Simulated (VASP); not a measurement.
Runs of VASP 6.6.1 on CuO. The structure is that of space group P6_3/mmc (No. 194), or close to it. The cells are those of the table. 

```tsv
task	level	potentials or basis	U	cell	k mesh	cutoff (eV)	gap on the mesh (eV)	pressure (GPa)
single point	LDA+U	VASP PAW LDA potentials, release 64 (Cu_sv_GW, O)	Cu d U = 3.0 eV	a = 3.180, b = 3.180, c = 4.431 Å, angles 90.0, 90.0, 120.0°, 4 atoms	10 × 10 × 6	700	none	-13.7
relaxation of cell and atoms	LDA	VASP PAW LDA potentials, release 64 (Cu, O)	-	relaxed from a = 3.180, b = 3.180, c = 4.431 Å, angles 90.0, 90.0, 120.0°, 4 atoms	8 × 8 × 5	600	none	0.0
single point	PBE	VASP PAW PBE potentials, release 64 (Cu, O)	-	a = 3.158, b = 3.158, c = 4.402 Å, angles 90.0, 90.0, 120.0°, 4 atoms	10 × 10 × 6	520	none	10.7
single point	PBE	VASP PAW PBE potentials, release 64 (Cu, O)	-	a = 3.137, b = 3.137, c = 4.372 Å, angles 90.0, 90.0, 120.0°, 4 atoms	10 × 10 × 6	520	none	(a)
relaxation of cell and atoms	PBEsol	VASP PAW PBE potentials, release 64 (Cu, O)	-	relaxed to 5 GPa from a = 3.180, b = 3.180, c = 4.431 Å, angles 90.0, 90.0, 120.0°, 4 atoms	10 × 10 × 6	600	none	5.0
```

Alike in all rows: no spin polarisation; smearing fermi-dirac 0.05 eV.

**Question.** Fill in the values left out.

**Answer.** (a) 15.3.

Caveats: semilocal functionals often make such compounds metallic where correlation or magnetic order opens a gap, which also shifts bond lengths (at least some runs); the cell stands under pressure (at least some runs); the cell stands under tension (at least some runs); U without spin polarisation on a metal has little footing (at least some runs); the cell is relaxed towards a set pressure, so the run minimises the enthalpy, not the energy (at least some runs); the PAW data sets were made with another functional, which shifts forces and pressure a little (at least some runs).

A gap of «none» marks levels without a gap at the run's occupations.

The runs don't all hold the same shells in valence.
